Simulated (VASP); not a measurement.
# WS (Pm-3m) in VASP: a series of runs

Aim: see how the results for WS move with the level of theory and the settings. Levels: B3LYP, PBE0. Tasks: single point.

Everything below comes from runs of VASP 6.6.1. Logs are shortened: lines on timing, memory, paths and dates and some standing lists are left out, and cuts for length are marked.

## Step 1: The cell of the first run

Symmetry: Pm-3m, No. 221, cubic system. The conventional cell has a = 3.028 Å, b = 3.028 Å, c = 3.028 Å, α = 90.00°, β = 90.00°, γ = 90.00°. Within 3.5 Å of W (site symmetry m-3m) lie 8 S at 2.62 Å and 6 W at 3.03 Å. S (site symmetry m-3m) has 8 W at 2.62 Å and 6 S at 3.03 Å within 3.5 Å.

## Step 2: Single point, B3LYP

File POSCAR:

```
WS
1.0
    3.0277394131      0.0000000000      0.0000000000
    0.0000000000      3.0277394131      0.0000000000
    0.0000000000      0.0000000000      3.0277394131
W S
1 1
Direct
    0.5000000000      0.5000000000      0.5000000000
    0.0000000000      0.0000000000      0.0000000000
```

File INCAR.step1:

```
  PREC = Accurate
  ENCUT = 520
  EDIFF = 1E-5
  ISMEAR = -1
  SIGMA = 0.05
  LREAL = False
  LASPH = True
  NELM = 100
  ALGO = Normal
  ISIF = 2
  LWAVE = True
  LCHARG = False
  GGA = PE
  NBANDS = 17
```

File INCAR.step2:

```
  PREC = Accurate
  ENCUT = 520
  EDIFF = 1E-6
  ISMEAR = -1
  SIGMA = 0.05
  LREAL = False
  LASPH = True
  NELM = 100
  ALGO = Normal
  ISIF = 2
  LWAVE = False
  LCHARG = False
  GGA = B3
  LHFCALC = True
  AEXX = 0.2
  AGGAX = 0.72
  AGGAC = 0.81
  ALDAC = 0.19
  PRECFOCK = Normal
  ISTART = 1
  NBANDS = 17
```

File KPOINTS:

```
Automatic mesh
0
Gamma
  4 4 4
```

Potentials or basis: VASP PAW PBE potentials, release 64 (W_sv, S).

Command:

```console
> cat potpaw_PBE.64/W_sv/POTCAR potpaw_PBE.64/S/POTCAR > POTCAR
> cp INCAR.step1 INCAR
> mpirun -np 1 vasp_std > vasp.out
> cp INCAR.step2 INCAR
> mpirun -np 1 vasp_std > vasp.out
```

OUTCAR:

```text
PREC = Accurate
   ENCUT = 520
   EDIFF = 1E-6
   ISMEAR = -1
   LREAL = False
   LASPH = True
   NELM = 100
   ISIF = 2
   GGA = B3
   LHFCALC = True
   AEXX = 0.2
   PRECFOCK = Normal
   ISTART = 1

 ion  position               nearest neighbor table
   1  0.500  0.500  0.500-   2 2.62   2 2.62   2 2.62   2 2.62   2 2.62   2 2.62   2 2.62   2 2.62

   2  0.000  0.000  0.000-   1 2.62   1 2.62   1 2.62   1 2.62   1 2.62   1 2.62   1 2.62   1 2.62

  LATTYP: Found a simple cubic cell.
 ALAT       =     3.0277394131

  Lattice vectors:

 A1 = (   3.0277394131,   0.0000000000,   0.0000000000)
 A2 = (   0.0000000000,   3.0277394131,   0.0000000000)
 A3 = (   0.0000000000,   0.0000000000,   3.0277394131)

Analysis of symmetry for initial positions (statically):
=====================================================================
 Subroutine PRICEL returns:
 Original cell was already a primitive cell.

 Routine SETGRP: Setting up the symmetry group for a
 simple cubic supercell.

 Subroutine GETGRP returns: Found 48 space group operations
 (whereof 48 operations were pure point group operations)
 out of a pool of 48 trial point group operations.

The static configuration has the point symmetry O_h .

Analysis of symmetry for dynamics (positions and initial velocities):
=====================================================================
 Subroutine PRICEL returns:
 Original cell was already a primitive cell.

 Routine SETGRP: Setting up the symmetry group for a
 simple cubic supercell.

 Subroutine GETGRP returns: Found 48 space group operations
 (whereof 48 operations were pure point group operations)
 out of a pool of 48 trial point group operations.

The dynamic configuration has the point symmetry O_h .

 Subroutine INISYM returns: Found 48 space group operations
 (whereof 48 operations are pure point group operations),
 and found     1 'primitive' translations

----------------------------------------------------------------------------------------

                                     Primitive cell

  volume of cell :      27.7559

  direct lattice vectors                    reciprocal lattice vectors
     3.027739413  0.000000000  0.000000000     0.330279414  0.000000000  0.000000000
     0.000000000  3.027739413  0.000000000     0.000000000  0.330279414  0.000000000
[... 74 lines left out ...]
   IBRION =     -1    ionic relax: 0-MD 1-quasi-New 2-CG
   NFREE  =      0    steps in history (QN), initial steepest desc. (CG)
   ISIF   =      2    stress and relaxation
   ISYM   =      3    0-nonsym 1-usesym 2-fastsym
   POTIM  = 0.5000    time-step for ionic-motion
   TEBEG  =    0.0;   TEEND  =   0.0 temperature during run
   PSTRESS=    0.0 pullay stress
   NELECT =      20.0000    total number of electrons
   NUPDOWN=      -1.0000    fix difference up-down
   EMIN   =  10.00;   EMAX   =-10.00  energy-range for DOS
   EFERMI =   0.00;   METHOD = LEGACY
   ISMEAR =    -1;   SIGMA  =   0.05  broadening in eV -4-tet -1-fermi 0-gaus
   EFERMI_NEDOS =   21; number of points for ismear=-14 and -15
   IALGO  =     38    algorithm
   IMIX   =      1    mixing-type and parameters
     AMIX     =   0.40;   BMIX     =  1.00
     AMIX_MAG =   1.60;   BMIX_MAG =  1.00
  volume/ion in A,a.u.               =      13.88        93.65
  Fermi-wavevector in a.u.,A,eV,Ry     =   1.467685  2.773523 29.308319  2.154101
  Thomas-Fermi vector in A             =   2.583274
   LORBIT       =      0    0 simple, 1 ext, 2 COOP (PROOUT), +10 PAW based schemes
   GGA     = B3    functional components
   LHFCALC =     T    Hartree Fock is set to
   PRECFOCK=normal    Normal, Fast or Accurate (Low or Medium for compatibility)
   ENCUT4O =  -1.0   cutoff for four orbital integrals eV
   NKREDX  =     1    reduce k-point grid by
   NKREDY  =     1    reduce k-point grid by
   NKREDZ  =     1    reduce k-point grid by
   AEXX    =    0.2000 exact exchange contribution
   HFSCREEN=    0.0000 screening length (either q_TF or 0.3 A-1)
   HFSCREENC=   0.0000 screening length for correlation (either q_TF or 0.3 A-1)
   ENCUTFOCK=  -1.0 apply spherical cutoff to Coloumb kernel
   IVDW    =     0    specifies the selected vdW correction
   LEPSILON=     F    determine dielectric tensor
   LRPA    =     F    only Hartree local field effects (RPA)
 non-spin polarized calculation
  energy-cutoff  :      520.00
  volume of cell :       27.76
 maximum number of plane-waves:       768
 NGX is ok and might be reduce to    24
  NGX = 18; NGY = 18; NGZ = 18

 number of electron      19.9999995 magnetization

 Free energy of the ion-electron system (eV)
  ---------------------------------------------------
  ext. energy  EPLUGINS =         0.00000000
  ---------------------------------------------------
  free energy    TOTEN  =       -18.05896435 eV

  energy without entropy =      -18.04676590  energy(sigma->0) =      -18.05286513

 E-fermi :  12.5473     XC(G=0): -10.4142

 val. band max:       12.5121676101   @ k =   0.5000   0.2500   0.0000
 cond. band min:      13.3071754966   @ k =   0.2500   0.2500   0.0000
 fundamental gap:      0.7950078866
 Fermi energy:        12.5472781463

 k-point     1 :       0.0000    0.0000    0.0000
  band No.  band energies     occupation
      1     -65.1410      2.00000
      2     -28.2769      2.00000
      3     -28.2769      2.00000
      4     -28.2769      2.00000
      5      -6.8102      2.00000
      6       7.3397      2.00000
[... 177 lines left out ...]
      4     -28.6109      2.00000
      5      -2.1659      2.00000
      6       2.7076      2.00000
[... 9 lines left out ...]
     16      18.9260      0.00000
     17      23.1427      0.00000

------------------------ aborting loop because EDIFF is reached ----------------------------------------

  FORCE on cell =-STRESS in cart. coord.  units (eV):
  Direction    XX          YY          ZZ          XY          YZ          ZX
  --------------------------------------------------------------------------------------
  -------------------------------------------------------------------------------------
  Total        0.0269547      0.0269547      0.0269547     -0.0000000     -0.0000000      0.0000000
  in kB        1.5559310      1.5559310      1.5559310     -0.0000000     -0.0000000      0.0000000
  external PRESSURE =       1.5559310 kB  Pullay stress =       0.0000000 kB

 VOLUME and BASIS-vectors are now :
 -----------------------------------------------------------------------------
  energy-cutoff  :      520.00
  volume of cell :       27.76
      direct lattice vectors                 reciprocal lattice vectors
     3.027739413  0.000000000  0.000000000     0.330279414  0.000000000  0.000000000
     0.000000000  3.027739413  0.000000000     0.000000000  0.330279414  0.000000000
     0.000000000  0.000000000  3.027739413     0.000000000  0.000000000  0.330279414

 POSITION                                       TOTAL-FORCE (eV/Angst)
 -----------------------------------------------------------------------------------
      1.51387      1.51387      1.51387         0.000000      0.000000      0.000000
      0.00000      0.00000      0.00000         0.000000      0.000000      0.000000
 -----------------------------------------------------------------------------------
    total drift:                                0.000000      0.000000      0.000000

  FREE ENERGIE OF THE ION-ELECTRON SYSTEM (eV)
  ---------------------------------------------------
  free  energy   TOTEN  =       -18.0589643484 eV

  energy  without entropy=      -18.0467659043  energy(sigma->0) =      -18.05286513
```

Run time: 6.6 min. Hardware: 1 thread of AMD EPYC 7R13 (Zen 3), shared host; peak memory 0.12 GiB.

What came out:

```yaml
Free_energy: -18.0590 eV
Pressure: 0.2 GPa
Band_gap_on_the_k_mesh: zero (bands 10 and 11 overlap by 4.63 eV)
```

Caveat: the k points lie up to 0.52 Å⁻¹ apart, too coarse for converged energies and pressures of a metal; the PAW data sets were made with another functional, which shifts forces and pressure a little; spin-orbit coupling is left out, which moves the levels of the heavy elements.

## Step 3: Single point, PBE0

This run uses another cell than the first one, of 20.44 Å³/atom.

File POSCAR:

```
WS
1.0
    3.4448484800      0.0000000000      0.0000000000
    0.0000000000      3.4448484800      0.0000000000
    0.0000000000      0.0000000000      3.4448484800
W S
1 1
Direct
    0.5000000000      0.5000000000      0.5000000000
    0.0000000000      0.0000000000      0.0000000000
```

File INCAR.step1:

```
PREC = Accurate
ENCUT = 520
EDIFF = 1E-5
ISMEAR = -1
SIGMA = 0.05
LREAL = F
LASPH = T
NELM = 80
ALGO = Normal
ISIF = 2
LWAVE = T
LCHARG = F
NBANDS = 17
GGA = PE
```

File INCAR.step2:

```
PREC = Accurate
ENCUT = 520
EDIFF = 1E-6
ISMEAR = -1
SIGMA = 0.05
LREAL = F
LASPH = T
NELM = 80
ALGO = Normal
ISIF = 2
LWAVE = F
LCHARG = F
GGA = PE
LHFCALC = T
AEXX = 0.25
PRECFOCK = Normal
NBANDS = 17
ISTART = 1
```

KPOINTS is that of step 2.

Potentials or basis: VASP PAW PBE potentials, release 64 (W_sv, S).

Command:

```console
> cat potpaw_PBE.64/W_sv/POTCAR potpaw_PBE.64/S/POTCAR > POTCAR
> cp INCAR.step1 INCAR
> mpirun -np 1 vasp_std > vasp.out
> cp INCAR.step2 INCAR
> mpirun -np 1 vasp_std > vasp.out
```

Run time: 31 min. Hardware: 1 thread of AMD EPYC 7R13 (Zen 3), shared host; peak memory 0.14 GiB.

Results (log left out):

```
Free energy            : -18.4966 eV
Pressure               : -39.6 GPa
Band gap on the k mesh : zero (bands 10 and 11 overlap by 3.26 eV)
```

Levels at points of the mesh, in eV from the Fermi level:
```tsv
k point	band 6	band 7	band 8	band 9	band 10	band 11	band 12	band 13	band 14	band 15
(0.00, 0.00, 0.00)	-4.06	-4.06	-3.55	-3.55	-3.55	-1.39	1.09	1.09	1.09	9.29
(0.50, 0.00, 0.00)	-9.10	-4.49	-4.49	-3.40	1.23	1.41	2.90	2.90	3.86	5.76
(0.50, 0.50, 0.00)	-6.63	-6.63	-4.26	-2.48	-1.00	-1.00	-0.80	1.81	3.10	8.58
(0.50, 0.50, 0.50)	-7.35	-7.35	-7.35	1.86	1.86	2.49	2.49	2.49	3.45	3.45
```

Caveat: the k points lie up to 0.46 Å⁻¹ apart, too coarse for converged energies and pressures of a metal; the PAW data sets were made with another functional, which shifts forces and pressure a little; spin-orbit coupling is left out, which moves the levels of the heavy elements.
